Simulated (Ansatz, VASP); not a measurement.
## AlN in VASP and in Ansatz

File INCAR:

```
PREC = Accurate ; ENCUT = 520
EDIFF = 1E-6 ; ISMEAR = -1
SIGMA = 0.02 ; LREAL = False
LASPH = True ; NELM = 80
ALGO = Normal ; ISIF = 2
LWAVE = False ; LCHARG = False
GGA = PE ; NBANDS = 16
```

File KPOINTS:

```
regular mesh
0
Gamma
  12 12 6
```

File POSCAR:

```
AlN
1.0
    3.1222272302      0.0000000000      0.0000000000
   -1.5611136151      2.6904757192      0.0000000000
    0.0000000000      0.0000000000      4.9785915475
Al N
2 2
Direct
    0.3331890905      0.6663781811     -0.0035069819
    0.6668109095      0.3336218189      0.4964930181
    0.3328760385      0.6657520770      0.3785069819
    0.6671239615      0.3342479230      0.8785069819
```

Input for Ansatz:

```yaml
crystal:
  lattice:
    - [3.1222272302, 0.0, 0.0]
    - [-1.5611136151, 2.6904757192, 0.0]
    - [0.0, 0.0, 4.9785915475]
  atoms:
    - { symbol: Al, position: [0.3331890905, 0.6663781811, -0.0035069819] }
    - { symbol: Al, position: [0.6668109095, 0.3336218189, 0.4964930181] }
    - { symbol: "N", position: [0.3328760385, 0.665752077, 0.3785069819] }
    - { symbol: "N", position: [0.6671239615, 0.334247923, 0.8785069819] }
kpoints:
  mp_grid: { grid: [12, 12, 6] }
  band_path:
    path:
      - [0.0, 0.0, 0.0]
      - [0.5, 0.0, 0.0]
      - [0.3333333333, 0.3333333333, 0.0]
      - [0.0, 0.0, 0.5]
      - [0.5, 0.0, 0.5]
      - [0.3333333333, 0.3333333333, 0.5]
    npoints: 1
hamiltonian:
  xc: pbe
scf:
  occupations: { method: fermi_dirac, width: 0.02 }
  n_extra_bands: 5
output:
  forces: true
  stress: true
  eigenvalues: true
  write_density: true
  write_potential: true
  elf: true
  volumetric_format: npy
```

Change from the starting cell: uniaxial_x strain +0.5%.

Alike in both runs: task single point; functional PBE; k mesh 12 × 12 × 6; occupations fermi-dirac, width 0.02 eV; no spin polarisation.

|  | VASP | Ansatz |
| --- | --- | --- |
| version | VASP 6.6.1 | Ansatz 0.2.0 |
| potentials or method | VASP PAW PBE potentials, release 64 (Al, N) | plane waves, PAW |
| plane-wave cutoff (eV) | 520 | 420 |
| valence electrons in the cell | 16 | 16 |

VASP gave:

- gap on the k mesh at the Fermi level (eV): 4.19
- pressure (GPa): 3.3
- traceless stress, the component that is largest in VASP (GPa): -0.84
- rms of the force components (eV/Å): 0.006

Task: What did Ansatz give for the same quantities?

Result: gap on the k mesh at the Fermi level (eV): 4.18; pressure (GPa): 3.6; traceless stress, the component that is largest in VASP (GPa): -0.81; rms of the force components (eV/Å): 0.006.

Atom by atom the forces differ by 0.000 eV/Å (rms over components).
